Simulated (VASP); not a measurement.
## Na4I: single point with PBE

Na4I:

```
CELL_PARAMETERS angstrom
6.06716 0.00000 0.00000
0.00000 6.06716 0.00000
0.00000 0.00000 6.06716
ATOMIC_POSITIONS crystal
Na 0.50000 0.00000 0.00000
Na 0.00000 0.50000 0.00000
Na 0.00000 0.00000 0.50000
Na 0.00000 0.00000 0.00000
I 0.50000 0.50000 0.50000
```

* Program: VASP 6.6.1
* Task: single point
* Functional: PBE
* Potentials or basis: VASP PAW PBE potentials, release 64 (Na_pv, I)
* Cutoff: 520 eV
* k mesh: 6 × 6 × 6
* Occupations: gaussian, width 0.1 eV
* Spin: no spin polarisation
* Dipole correction: no
* Further INCAR settings: ALGO = Normal; EDIFF = 1e-07; NBANDS = 26

```yaml
Pressure: 0.0 GPa
```

Levels at points of the mesh, in eV from the Fermi level:
| k point | band 13 | band 14 | band 15 | band 16 | band 17 | band 18 | band 19 | band 20 | band 21 | band 22 |
| --- | --- | --- | --- | --- | --- | --- | --- | --- | --- | --- |
| (0.00, 0.00, 0.00) | -12.62 | -2.73 | -2.73 | -2.73 | -2.57 | 1.55 | 1.55 | 1.60 | 1.60 | 1.60 |
| (0.50, 0.00, 0.00) | -12.61 | -3.35 | -2.68 | -2.68 | -1.27 | -0.78 | 1.44 | 1.44 | 2.45 | 2.70 |
| (0.50, 0.50, 0.00) | -12.61 | -3.07 | -3.07 | -2.64 | -1.57 | 0.35 | 0.35 | 1.19 | 2.01 | 2.88 |
| (0.50, 0.50, 0.50) | -12.60 | -2.94 | -2.94 | -2.94 | -0.86 | -0.12 | -0.12 | -0.12 | 2.55 | 2.55 |

Wall time 86 s on 1 thread of Intel(R) Xeon(R) Platinum 8259CL CPU @ 2.50GHz (Skylake/Cascade Lake), with other jobs on the host, peak memory 0.35 GiB.

Caveat: spin-orbit coupling is left out, which moves the levels of the heavy elements; an odd number of electrons without spin polarisation forces a metal; a magnetic or distorted state may lie lower.
